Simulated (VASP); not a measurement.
# AlNi (Pm-3m) in VASP: settings compared

AlNi is run at these levels: PBEsol, LDA, PBE; tasks: relaxation of cell and atoms, single point.

Everything below comes from runs of VASP 6.6.1. Logs are shortened: lines on timing, memory, paths and dates and some standing lists are left out, and cuts for length are marked.

## 1. The cell of the first run

Symmetry: Pm-3m, No. 221, cubic system. The conventional cell has a = 2.881 Å, b = 2.881 Å, c = 2.881 Å, α = 90.00°, β = 90.00°, γ = 90.00°. Ni (site symmetry m-3m) has 8 Al at 2.50 Å and 6 Ni at 2.88 Å within 3.3 Å. Al (site symmetry m-3m) has 8 Ni at 2.50 Å and 6 Al at 2.88 Å within 3.3 Å.

## 2. Relaxation of cell and atoms, PBEsol, collinear spin, ferromagnetic start, target pressure 20 GPa, at which the enthalpy is minimised

INCAR reads:

```
SYSTEM = AlNi
PREC = Accurate
ENCUT = 600
EDIFF = 1E-7
ISMEAR = -1
SIGMA = 0.05
LREAL = .FALSE.
LASPH = .TRUE.
NELM = 150
ALGO = Normal
ISIF = 3
LWAVE = .FALSE.
LCHARG = .FALSE.
ISPIN = 2
MAGMOM = 1 0
LORBIT = 11
LMAXMIX = 4
GGA = PS
IBRION = 2
NSW = 80
EDIFFG = -0.005
PSTRESS = 200.0
```

KPOINTS reads:

```
regular mesh
0
G
  9 9 9
  0 0 0
```

POSCAR reads:

```
AlNi
1.0
    2.8810000000      0.0000000000      0.0000000000
    0.0000000000      2.8810000000      0.0000000000
    0.0000000000      0.0000000000      2.8810000000
Ni Al
1 1
Direct
    0.5000000000      0.5000000000      0.5000000000
    0.0000000000      0.0000000000      0.0000000000
```

Potentials or basis: VASP PAW PBE potentials, release 64 (Ni, Al).

Launch:

```console
$ cat potpaw_PBE.64/Ni/POTCAR potpaw_PBE.64/Al/POTCAR > POTCAR
$ mpirun -np 1 vasp_std > vasp.out
```

OUTCAR:

```text
SYSTEM = AlNi
   PREC = Accurate
   ENCUT = 600
   EDIFF = 1E-7
   ISMEAR = -1
   LREAL = .FALSE.
   LASPH = .TRUE.
   NELM = 150
   ISIF = 3
   ISPIN = 2
   LORBIT = 11
   GGA = PS
   IBRION = 2
   NSW = 80
   EDIFFG = -0.005
   PSTRESS = 200.0

 ion  position               nearest neighbor table
   1  0.500  0.500  0.500-   2 2.50   2 2.50   2 2.50   2 2.50   2 2.50   2 2.50   2 2.50   2 2.50

   2  0.000  0.000  0.000-   1 2.50   1 2.50   1 2.50   1 2.50   1 2.50   1 2.50   1 2.50   1 2.50

  LATTYP: Found a simple cubic cell.
 ALAT       =     2.8810000000

  Lattice vectors:

 A1 = (   2.8810000000,   0.0000000000,   0.0000000000)
 A2 = (   0.0000000000,   2.8810000000,   0.0000000000)
 A3 = (   0.0000000000,   0.0000000000,   2.8810000000)

Analysis of symmetry for initial positions (statically):
=====================================================================
 Subroutine PRICEL returns:
 Original cell was already a primitive cell.

 Routine SETGRP: Setting up the symmetry group for a
 simple cubic supercell.

 Subroutine GETGRP returns: Found 48 space group operations
 (whereof 48 operations were pure point group operations)
 out of a pool of 48 trial point group operations.

The static configuration has the point symmetry O_h .

Analysis of symmetry for dynamics (positions and initial velocities):
=====================================================================
 Subroutine PRICEL returns:
 Original cell was already a primitive cell.

 Routine SETGRP: Setting up the symmetry group for a
 simple cubic supercell.

 Subroutine GETGRP returns: Found 48 space group operations
 (whereof 48 operations were pure point group operations)
 out of a pool of 48 trial point group operations.

The dynamic configuration has the point symmetry O_h .

Analysis of structural, dynamic, and magnetic symmetry:
=====================================================================
 Subroutine PRICEL returns:
 Original cell was already a primitive cell.

 Routine SETGRP: Setting up the symmetry group for a
 simple cubic supercell.

 Subroutine GETGRP returns: Found 48 space group operations
 (whereof 48 operations were pure point group operations)
 out of a pool of 48 trial point group operations.

The overall configuration has the point symmetry O_h .

 Subroutine INISYM returns: Found 48 space group operations
 (whereof 48 operations are pure point group operations),
 and found     1 'primitive' translations

----------------------------------------------------------------------------------------

                                     Primitive cell

  volume of cell :      23.9128

  direct lattice vectors                    reciprocal lattice vectors
     2.881000000  0.000000000  0.000000000     0.347101701  0.000000000  0.000000000
     0.000000000  2.881000000  0.000000000     0.000000000  0.347101701  0.000000000
     0.000000000  0.000000000  2.881000000     0.000000000  0.000000000  0.347101701

  length of vectors
     2.881000000  2.881000000  2.881000000     0.347101701  0.347101701  0.347101701

  position of ions in fractional coordinates (direct lattice)
     0.500000000  0.500000000  0.500000000
     0.000000000  0.000000000  0.000000000

  ion indices of the primitive-cell ions
   primitive index   ion index
                 1           1
                 2           2

----------------------------------------------------------------------------------------

 KPOINTS: regular mesh

Automatic generation of k-mesh.
 Grid dimensions read from file:
 generate k-points for:    9    9    9

 Generating k-lattice:

  Cartesian coordinates                     Fractional coordinates (reciprocal lattice)
     0.038566856  0.000000000  0.000000000     0.111111111  0.000000000  0.000000000
     0.000000000  0.038566856  0.000000000     0.000000000  0.111111111  0.000000000
     0.000000000  0.000000000  0.038566856     0.000000000  0.000000000  0.111111111

  Length of vectors
     0.038566856  0.038566856  0.038566856

  Shift w.r.t. Gamma in fractional coordinates (k-lattice)
     0.000000000  0.000000000  0.000000000

 Subroutine IBZKPT returns following result:
 ===========================================

 Found     35 irreducible k-points:

 Following reciprocal coordinates:
            Coordinates               Weight
  0.000000  0.000000  0.000000      1.000000
  0.111111  0.000000  0.000000      6.000000
  0.222222  0.000000  0.000000      6.000000
  0.333333  0.000000  0.000000      6.000000
  0.444444  0.000000  0.000000      6.000000
  0.111111  0.111111  0.000000     12.000000
[... 16 lines left out ...]
  0.333333  0.333333  0.111111     24.000000
  0.444444  0.333333  0.111111     48.000000
 [... further k-points ...]
   k-points           NKPTS =     35   k-points in BZ     NKDIM =     35   number of bands    NBANDS=     11
   number of dos      NEDOS =    301   number of ions     NIONS =      2
   total plane-waves  NPLWV =  13824
   dimension x,y,z NGX =    24 NGY =   24 NGZ =   24
   dimension x,y,z NGXF=    48 NGYF=   48 NGZF=   48
   ions per type =               1   1
   NGX,Y,Z   is equivalent  to a cutoff of  13.85, 13.85, 13.85 a.u.
   NGXF,Y,Z  is equivalent  to a cutoff of  27.70, 27.70, 27.70 a.u.
 SYSTEM =  AlNi
   PREC   = accura    normal or accurate (medium, high low for compatibility)
   ISTART =      0    job   : 0-new  1-cont  2-samecut
   ICHARG =      2    charge: 1-file 2-atom 10-const
   ISPIN  =      2    spin polarized calculation?
   LNONCOLLINEAR =      F non collinear calculations
   LSORBIT =      F    spin-orbit coupling
   LASPH  =      T    aspherical Exc in radial PAW
   ENCUT  =  600.0 eV  44.10 Ry    6.64 a.u.   5.75  5.75  5.75*2*pi/ulx,y,z
   NELM   =    150;   NELMIN=  2; NELMDL= -5     # of ELM steps
   EDIFF  = 0.1E-06   stopping-criterion for ELM
   LREAL  =      F    real-space projection
   EDIFFG = -.5E-02   stopping-criterion for IOM
   NSW    =     80    number of steps for IOM
   IBRION =      2    ionic relax: 0-MD 1-quasi-New 2-CG
   NFREE  =      1    steps in history (QN), initial steepest desc. (CG)
   ISIF   =      3    stress and relaxation
   ISYM   =      2    0-nonsym 1-usesym 2-fastsym
   POTIM  = 0.5000    time-step for ionic-motion
   TEBEG  =    0.0;   TEEND  =   0.0 temperature during run
   PSTRESS=  200.0 pullay stress
   NELECT =      13.0000    total number of electrons
   NUPDOWN=      -1.0000    fix difference up-down
   EMIN   =  10.00;   EMAX   =-10.00  energy-range for DOS
   EFERMI =   0.00;   METHOD = LEGACY
   ISMEAR =    -1;   SIGMA  =   0.05  broadening in eV -4-tet -1-fermi 0-gaus
   EFERMI_NEDOS =   21; number of points for ismear=-14 and -15
   IALGO  =     38    algorithm
   IMIX   =      4    mixing-type and parameters
     AMIX     =   0.40;   BMIX     =  1.00
     AMIX_MAG =   1.60;   BMIX_MAG =  1.00
  volume/ion in A,a.u.               =      11.96        80.69
  Fermi-wavevector in a.u.,A,eV,Ry     =   1.336122  2.524904 24.289410  1.785221
  Thomas-Fermi vector in A             =   2.464773
   LORBIT       =     11    0 simple, 1 ext, 2 COOP (PROOUT), +10 PAW based schemes
   GGA     = PS    functional components
   LHFCALC =     F    Hartree Fock is set to
   AEXX    =    0.0000 exact exchange contribution
   IVDW    =     0    specifies the selected vdW correction
   LEPSILON=     F    determine dielectric tensor
   LRPA    =     F    only Hartree local field effects (RPA)
 conjugate gradient relaxation of ions
 spin polarized calculation
  energy-cutoff  :      600.00
  volume of cell :       23.91
 maximum number of plane-waves:       812
 NGX is ok and might be reduce to    24
   NGX = 11   NGY = 11   NGZ = 11

--------------------------------------- Ionic step        1  -------------------------------------------

 number of electron      13.0000015 magnetization       0.0016800

 number of electron      13.0000015 magnetization      -0.0002331

 Free energy of the ion-electron system (eV)
  ---------------------------------------------------
  ext. energy  EPLUGINS =         0.00000000
  ---------------------------------------------------
  free energy    TOTEN  =       -11.58118236 eV

  energy without entropy =      -11.57460847  energy(sigma->0) =      -11.57789541

 E-fermi :   9.8978     XC(G=0): -12.1667

 val. band max:        9.8375072978   @ k =   0.3333   0.3333   0.0000
 cond. band min:       9.9450154753   @ k =   0.3333   0.1111   0.1111
 fundamental gap:      0.1075081775
 Fermi energy:         9.8977929317

 spin component 1

 k-point     1 :       0.0000    0.0000    0.0000
  band No.  band energies     occupation
      1      -1.2339      1.00000
      2       6.6487      1.00000
      3       6.6487      1.00000
      4       8.3419      1.00000
      5       8.3419      1.00000
      6       8.3419      1.00000
      7      15.3933      0.00000
      8      15.3933      0.00000
      9      15.3933      0.00000
     10      18.0394      0.00000
     11      18.0394      0.00000
[... 899 lines left out ...]
--------------------------------------- Ionic step        7  -------------------------------------------

 number of electron      12.9999996 magnetization      -0.0000000

 number of electron      12.9999996 magnetization       0.0000000

 Free energy of the ion-electron system (eV)
  ---------------------------------------------------
  ext. energy  EPLUGINS =         0.00000000
  ---------------------------------------------------
  free energy    TOTEN  =       -11.46498387 eV

  energy without entropy =      -11.45933054  energy(sigma->0) =      -11.46215721

 E-fermi :  11.5240     XC(G=0): -12.7314

 val. band max:       11.4631303980   @ k =   0.3333   0.1111   0.0000
 cond. band min:      11.5903779823   @ k =   0.3333   0.1111   0.1111
 fundamental gap:      0.1272475842
 Fermi energy:        11.5240031326

 spin component 1

 k-point     1 :       0.0000    0.0000    0.0000
  band No.  band energies     occupation
      1      -0.5140      1.00000
      2       7.6402      1.00000
      3       7.6402      1.00000
      4       9.6742      1.00000
      5       9.6742      1.00000
      6       9.6742      1.00000
      7      17.4814      0.00000
      8      17.4814      0.00000
      9      17.4814      0.00000
     10      19.9990      0.00000
     11      19.9990      0.00000
[... 691 lines left out ...]
  FREE ENERGIE OF THE ION-ELECTRON SYSTEM (eV)
  ---------------------------------------------------
  free  energy   TOTEN  =       -11.4649838730 eV

  energy  without entropy=      -11.4593305424  energy(sigma->0) =      -11.46215721

  enthalpy is  TOTEN    =        -8.8012522651 eV   P V=        2.6637316079

 reached required accuracy - stopping structural energy minimisation

 total charge

# of ion       s       p       d       tot
------------------------------------------
    1        0.530   0.630   8.538   9.697
    2        0.396   0.467   0.000   0.863
--------------------------------------------------
tot          0.926   1.096   8.538  10.560

 magnetization (x)

# of ion       s       p       d       tot
------------------------------------------
    1       -0.000  -0.000  -0.000  -0.000
    2        0.000   0.000   0.000   0.000
--------------------------------------------------
tot         -0.000   0.000  -0.000  -0.000
```

Run time: 3.3 min. Hardware: 1 thread of AMD EPYC 7R13, shared host; peak memory 0.14 GiB.

What came out:

- Free energy: -11.4650 eV
- Relaxed volume: 10.67 Å³/atom
- Relaxed cell: a = 2.774 Å, b = 2.774 Å, c = 2.774 Å, α = 90.00°, β = 90.00°, γ = 90.00°
- Space group after relaxing (to 0.05 Å): Pm-3m (No. 221)
- Energy change on relaxing (the enthalpy is what falls): +58.1 meV/atom
- Ionic steps: 7
- Pressure after relaxing: 20.0 GPa
- Net moment: 0.00 μB per cell
- Valence electrons inside the program's atomic spheres: Ni 9.70; Al 0.86

Step by step:
```tsv
step	energy change (eV)	largest force (eV/Å)	pressure (GPa)	volume (Å³)
1	0.0000	0.0000	-3.24	23.91
2	0.8957	0.0000	70.87	18.40
3	0.1055	0.0000	18.96	21.43
4	0.1144	0.0000	19.84	21.35
5	0.1206	0.0000	20.44	21.30
6	0.1106	0.0000	19.47	21.38
7	0.1162	0.0000	20.02	21.34
```

Final structure:
```
Ni Al
1.0
     2.77368    0.00000    0.00000
     0.00000    2.77368    0.00000
     0.00000    0.00000    2.77368
Ni Al
1 1
Cartesian
  1.3868 1.3868 1.3868
  0.0000 0.0000 2.7737
```

Levels at points of the mesh, in eV from the Fermi level:
Spin up:
```csv
k point,band 2,band 3,band 4,band 5,band 6,band 7,band 8,band 9,band 10,band 11
"(0.00, 0.00, 0.00)",-3.88,-3.88,-1.85,-1.85,-1.85,5.96,5.96,5.96,8.47,8.47
```
Spin down:
```tsv
k point	band 3	band 4	band 5	band 6	band 7	band 8	band 9	band 10
(0.00, 0.00, 0.00)	-3.88	-1.85	-1.85	-1.85	5.96	5.96	5.96	8.47
```

Caveat: the cell is relaxed towards a set pressure, so the enthalpy falls and the energy may rise; the PAW data sets were made with another functional, which shifts forces and pressure a little.

[end of part 1 of 3]
